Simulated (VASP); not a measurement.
# Re (P6_3/mmc) in VASP: a series of runs, part 2 of 2

VASP 6.6.1. Earlier steps stand in the parts before.

## Step 3: Relaxation of cell and atoms, LDA

This run uses another cell than the first one, of 14.95 Å³/atom, 1.043 times its volume.

The input, INCAR:

```
  ALGO = Fast
  EDIFF = 1E-6
  EDIFFG = -0.005
  ENCUT = 600
  GGA = CA
  IBRION = 2
  ISIF = 3
  ISMEAR = 0
  LASPH = True
  LCHARG = False
  LREAL = False
  LWAVE = False
  NELM = 80
  NSW = 70
  PREC = Accurate
  SIGMA = 0.1
```

The input, KPOINTS:

```
k-points
0
Gamma
  18 18 10
```

The input, POSCAR:

```
Re
1.0
    2.7748870829      0.0000000000      0.0000000000
   -1.3874435415      2.4031227065      0.0000000000
    0.0000000000      0.0000000000      4.4841279362
Re
2
Direct
    0.3333333333      0.6666666667      0.2500000000
    0.6666666667      0.3333333333      0.7500000000
```

Potentials or basis: VASP PAW LDA potentials, release 64 (Re).

Run with:

```console
> cat potpaw_LDA.64/Re/POTCAR > POTCAR
> mpirun -np 1 vasp_std > vasp.out
```

OUTCAR:

```text
EDIFF = 1E-6
   EDIFFG = -0.005
   ENCUT = 600
   GGA = CA
   IBRION = 2
   ISIF = 3
   ISMEAR = 0
   LASPH = True
   LREAL = False
   NELM = 80
   NSW = 70
   PREC = Accurate

 ion  position               nearest neighbor table
   1  0.333  0.667  0.250-   2 2.76   2 2.76   2 2.76   2 2.76   2 2.76   2 2.76
   2  0.667  0.333  0.750-   1 2.76   1 2.76   1 2.76   1 2.76   1 2.76   1 2.76

  LATTYP: Found a hexagonal cell.
 ALAT       =     2.7748870829
 C/A-ratio  =     1.6159677141

  Lattice vectors:

 A1 = (   2.7748870829,   0.0000000000,   0.0000000000)
 A2 = (  -1.3874435415,   2.4031227065,   0.0000000000)
 A3 = (   0.0000000000,   0.0000000000,   4.4841279362)

Analysis of symmetry for initial positions (statically):
=====================================================================
 Subroutine PRICEL returns:
 Original cell was already a primitive cell.

 Routine SETGRP: Setting up the symmetry group for a
 hexagonal supercell.

 Subroutine GETGRP returns: Found 24 space group operations
 (whereof 12 operations were pure point group operations)
 out of a pool of 24 trial point group operations.

The static configuration has the point symmetry D_3d.
 The point group associated with its full space group is D_6h.

Analysis of symmetry for dynamics (positions and initial velocities):
=====================================================================
[... 205 lines left out ...]
 Fermi energy:        10.4060446185

 k-point     1 :       0.0000    0.0000    0.0000
  band No.  band energies     occupation
      1      -0.6525      2.00000
      2       2.2792      2.00000
      3       8.1838      2.00000
      4       8.1838      2.00000
      5       8.2787      2.00000
      6       9.3261      2.00000
      7       9.3261      2.00000
      8      10.4851      0.26339
      9      10.4851      0.26339
     10      11.8182      0.00000
     11      14.6544      0.00000
[... 387 lines left out ...]
  FREE ENERGIE OF THE ION-ELECTRON SYSTEM (eV)
  ---------------------------------------------------
  free  energy   TOTEN  =       -27.5334588375 eV

  energy  without entropy=      -27.5252153026  energy(sigma->0) =      -27.52933707

[... ionic steps 4 to 8 ...]

--------------------------------------- Ionic step        9  -------------------------------------------

 number of electron      14.0000000 magnetization

------------------------ aborting loop because EDIFF is reached ----------------------------------------
[... 67 lines left out ...]
--------------------------------------- Ionic step       11  -------------------------------------------

 number of electron      14.0000000 magnetization

 Free energy of the ion-electron system (eV)
  ---------------------------------------------------
  ext. energy  EPLUGINS =         0.00000000
  ---------------------------------------------------
  free energy    TOTEN  =       -27.53383381 eV

  energy without entropy =      -27.52561338  energy(sigma->0) =      -27.52972359

 E-fermi :   8.1229     XC(G=0): -13.9626

 val. band max:        8.1175198147   @ k =   0.3889   0.2222   0.3000
 cond. band min:       8.1280742514   @ k =   0.1667   0.1111   0.0000
 fundamental gap:      0.0105544367
 Fermi energy:         8.1229371332

 k-point     1 :       0.0000    0.0000    0.0000
  band No.  band energies     occupation
      1      -1.8148      2.00000
      2       1.3595      2.00000
      3       6.4672      2.00000
      4       6.4672      2.00000
      5       6.4865      2.00000
      6       7.3379      2.00000
      7       7.3379      2.00000
      8       8.2827      0.02388
      9       8.2827      0.02388
     10       8.9404      0.00000
     11      11.5833      0.00000
[... 351 lines left out ...]
  FREE ENERGIE OF THE ION-ELECTRON SYSTEM (eV)
  ---------------------------------------------------
  free  energy   TOTEN  =       -27.5338338079 eV

  energy  without entropy=      -27.5256133777  energy(sigma->0) =      -27.52972359

 reached required accuracy - stopping structural energy minimisation
```

OSZICAR:

```text
N       E                     dE             d eps       ncg     rms          rms(c)
DAV:   1     0.135297728646E+03    0.13530E+03   -0.63644E+03  5155   0.144E+03
DAV:   2    -0.196575156199E+02   -0.15496E+03   -0.14467E+03  8141   0.578E+02
DAV:   3    -0.285330368310E+02   -0.88755E+01   -0.77618E+01  7985   0.163E+02
[... 76 lines left out ...]
RMM:   4    -0.275338336801E+02   -0.36627E-07   -0.20730E-06  3022   0.417E-02
  10 F= -.27533834E+02 E0= -.27529723E+02  d E =-.452337E-06
       N       E                     dE             d eps       ncg     rms          rms(c)
DAV:   1    -0.275338337999E+02   -0.15645E-06   -0.15007E-06  4600   0.357E-02    0.829E-03
RMM:   2    -0.275338338079E+02   -0.80340E-08   -0.24929E-07  2373   0.722E-03
  11 F= -.27533834E+02 E0= -.27529724E+02  d E =-.580194E-06
```

CONTCAR:

```text
Re
   1.00000000000000
     2.7413999271165892    0.0000000000006979    0.0000000000000000
    -1.3706999636070869    2.3741219788880015    0.0000000000000000
    -0.0000000000000000    0.0000000000000000    4.4214119550797362
  Re
     2
Direct
     0.3333333332999970    0.6666666667000030    0.2500000000000000
     0.6666666667000030    0.3333333332999970    0.7500000000000000

  0.00000000E+00  0.00000000E+00  0.00000000E+00
  0.00000000E+00  0.00000000E+00  0.00000000E+00
```

Run time: 4 min. Hardware: 1 thread of Intel Xeon Platinum 8488C (Sapphire Rapids), shared host; peak memory 0.22 GiB.

Results:

```
Free energy                            : -27.5338 eV
Relaxed volume                         : 14.39 Å³/atom
Relaxed cell                           : a = 2.741 Å, b = 2.741 Å, c = 4.421 Å, α = 90.00°, β = 90.00°, γ = 120.00°
Space group after relaxing (to 0.05 Å) : P6_3/mmc (No. 194)
Energy gained by relaxing              : 26.4 meV/atom
Ionic steps                            : 11
Pressure after relaxing                : 0.0 GPa
Band gap on the k mesh                 : zero (band 7 reaches 9.77 eV, above the bottom of band 8 at 6.33 eV)
```

Step by step:
```csv
step,energy change (eV),largest force (eV/Å),pressure (GPa),volume (Å³)
1,0.0000,0.0000,-14.50,29.90
2,1.0871,0.0000,96.95,24.42
3,-0.0524,0.0000,-1.22,28.86
4,-0.0527,0.0000,-0.24,28.80
5,-0.0527,0.0000,0.07,28.77
6,-0.0527,0.0000,0.06,28.77
7,-0.0527,0.0000,0.06,28.77
8,-0.0527,0.0000,0.06,28.77
9,-0.0527,0.0000,-0.19,28.79
10,-0.0527,0.0000,-0.04,28.78
11,-0.0527,0.0000,0.03,28.78
```

Final structure:
```
Re
1.0
     2.74140    0.00000    0.00000
    -1.37070    2.37412    0.00000
     0.00000    0.00000    4.42141
Re
2
Direct
  0.33333 0.66667 0.25000
  0.66667 0.33333 0.75000
```

Caveat: spin-orbit coupling is left out, which moves the levels of the heavy elements.
